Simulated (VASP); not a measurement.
**C: single point with PBE+D3(BJ)**

C:

```
C
1.0
    -1.23278    2.13410    0.00000
    -1.23278    0.00000   -3.39788
    -3.69834   -2.13410    0.00000
C
4
Direct
  0.24217 0.03178 0.90874
  0.75792 0.96822 0.42456
  0.24708 0.01154 0.58049
  0.75283 0.98846 0.08621
```

This cell differs from its parent crystal: atoms displaced along a vibrational mode.

| Item | Value |
| --- | --- |
| Program | VASP 6.6.1 |
| Task | single point |
| Functional | PBE |
| Dispersion | D3(BJ) |
| Potentials or basis | VASP PAW PBE potentials, release 64 (C) |
| Cutoff | 520 eV |
| k mesh | 14 × 10 × 8 |
| Occupations | gaussian, width 0.03 eV |
| Spin | no spin polarisation |

The pressure is -1.5 GPa, the largest force is 1.654 eV/Å and the dispersion energy per atom is -0.154 eV.

Forces in eV/Å, atoms in the order of the input:
```
C   -0.172 -0.115  1.641
C   -0.179 -0.114 -1.639
C    0.176  0.115  0.996
C    0.175  0.114 -0.998
```

Stress tensor (GPa, compression positive):
```
-1.34 -0.31 -0.11
-0.31 -1.19 -0.02
-0.11 -0.02 -1.85
```

Run time: 120 s on 1 thread of AMD EPYC 9R45 96-Core Processor (Zen 5), on a shared host, peak memory 0.3 GiB.

Caveat: the cell differs from its parent crystal (atoms displaced along a vibrational mode); forces of over 1 eV/Å act on the atoms, so gaps and moduli don't describe the material at rest.
